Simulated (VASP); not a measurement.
## Tm3BF: single point with PBE

The system is Tm3BF.

```xyz
10
Lattice="0.0450 4.9846 -0.0033 -4.9826 0.0438 0.0024 0.0057 0.0058 9.9047" Properties=species:S:1:pos:R:3 pbc="T T T"
Tm   -2.1944    4.7637    2.5906
Tm   -2.1904    4.7671    7.3050
Tm   -4.7183    2.2809    2.3558
Tm   -4.7147    2.2856    7.5458
Tm   -2.2493    2.2789    9.9032
Tm   -2.2277    2.3062    4.9508
B    -2.2161    2.2613    2.4748
B    -2.2161    2.2628    7.4269
F    -2.2042    4.7016    4.9565
F    -4.6665    2.2914    0.0089
```

```yaml
Program: VASP 6.6.1
Task: single point
Functional: PBE
Potentials_or_basis: VASP PAW PBE potentials, release 64 (Tm_3, B, F), 4f in core
Cutoff: 600 eV
k_mesh: 4 × 4 × 2
Occupations: gaussian, width 0.1 eV
Spin: no spin polarisation
Dipole_correction: no
Mended: yes
Further_INCAR_settings: ALGO = Normal; EDIFF = 1e-06; NBANDS = 48
```

```
Pressure               : 0.4 GPa
Largest force          : 0.057 eV/Å
Band gap on the k mesh : zero (bands 37 and 38 overlap by 0.64 eV)
```

Forces in eV/Å, atoms in the order of the input:
```
Tm   0.001 -0.004 -0.022
Tm  -0.005 -0.015  0.049
Tm   0.016  0.003  0.047
Tm  -0.001 -0.002 -0.020
Tm   0.035  0.001  0.006
Tm   0.000 -0.045  0.004
B   -0.019  0.002  0.004
B    0.004  0.016  0.007
F    0.005  0.046 -0.033
F   -0.036 -0.003 -0.041
```

Stress tensor (GPa, compression positive):
```
0.34 0.00 0.00
0.00 0.34 0.00
0.00 0.00 0.61
```

Levels at points of the mesh, in eV from the Fermi level:
```csv
k point,band 33,band 34,band 35,band 36,band 37,band 38,band 39,band 40,band 41,band 42
"(0.00, 0.00, 0.00)",-0.70,-0.60,-0.32,-0.31,-0.25,-0.22,0.18,0.26,0.27,0.28
"(0.50, 0.00, 0.00)",-0.85,-0.66,-0.62,-0.40,-0.06,-0.04,0.01,0.38,0.47,1.36
"(0.00, 0.50, 0.00)",-0.85,-0.66,-0.62,-0.40,-0.06,-0.04,0.01,0.38,0.47,1.35
"(0.50, 0.50, 0.00)",-3.05,-1.23,-0.11,-0.03,0.42,0.42,0.79,1.03,1.25,1.25
"(0.00, 0.00, 0.50)",-0.59,-0.59,-0.52,-0.52,-0.05,-0.05,0.09,0.10,0.52,0.52
"(0.50, 0.00, 0.50)",-1.16,-1.03,-0.49,-0.49,-0.39,0.35,0.43,0.46,0.57,1.02
"(0.00, 0.50, 0.50)",-1.16,-1.03,-0.49,-0.49,-0.39,0.35,0.44,0.46,0.57,1.02
"(0.50, 0.50, 0.50)",-2.06,-2.06,-0.08,-0.08,0.39,0.39,0.94,0.94,1.53,1.53
```

Run time: 3.3 min on 1 thread of Intel(R) Xeon(R) 6975P-C (Granite Rapids), on a shared host, peak memory 0.49 GiB.

Caveat: spin-orbit coupling is left out, which moves the levels of the heavy elements; the 4f electrons are frozen in the core, so they carry no moment and show no levels; the run has no spin polarisation, though such a crystal can be magnetic. Spin polarisation is off, so any magnetic state and its effect on volume and gap are missing.
